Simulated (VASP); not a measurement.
The system is Ti3Se.

```xyz
4
Lattice="3.1974 0.0000 0.0000 -1.5987 2.7691 0.0000 0.0000 0.0000 7.9427" Properties=species:S:1:pos:R:3 pbc="T T T"
Se    0.0000    0.0000    0.0000
Ti    1.5987    0.9230    3.9714
Ti    0.0000    1.8460    6.1390
Ti    0.0000    1.8460    1.8038
```

```yaml
Program: VASP 6.6.1
Task: relaxation of cell and atoms
Functional: PBEsol
Potentials_or_basis: VASP PAW PBE potentials, release 64 (Se, Ti_sv)
Cutoff: 600 eV
k_mesh: 10 × 10 × 4
Occupations: fermi-dirac, width 0.05 eV
Spin: no spin polarisation
```

At the start: pressure -4.3 GPa; volume 17.58 Å³/atom.

Problem. How do energy, volume and symmetry change on relaxing?

Solution. Over 9 steps the energy falls by 9.4 meV/atom and the volume is 16.91 Å³/atom (-3.8 %); space group P-6m2 (No. 187, to 0.05 Å).

Step by step:
| step | energy change (eV) | largest force (eV/Å) | pressure (GPa) | volume (Å³) |
| --- | --- | --- | --- | --- |
| 1 | 0.0000 | 0.0710 | -4.35 | 70.32 |
| 2 | -0.0087 | 0.2233 | 4.23 | 65.58 |
| 3 | -0.0368 | 0.0754 | -0.05 | 67.73 |
| 4 | -0.0368 | 0.0782 | 0.04 | 67.68 |
| 5 | -0.0374 | 0.0373 | 0.06 | 67.62 |
| 6 | -0.0376 | 0.0037 | 0.08 | 67.57 |
| 7 | -0.0376 | 0.0074 | 0.09 | 67.58 |
| 8 | -0.0376 | 0.0025 | -0.08 | 67.67 |
| 9 | -0.0376 | 0.0025 | -0.01 | 67.62 |

Final structure:
```
Se Ti
1.0
     3.15270    0.00000    0.00000
    -1.57635    2.73032    0.00000
     0.00000    0.00000    7.85591
Se Ti
1 3
Direct
  0.00000 0.00000 0.00000
  0.66667 0.33333 0.50000
  0.33333 0.66667 0.77237
  0.33333 0.66667 0.22763
```

Caveat: the PAW data sets were made with another functional, which shifts forces and pressure a little.
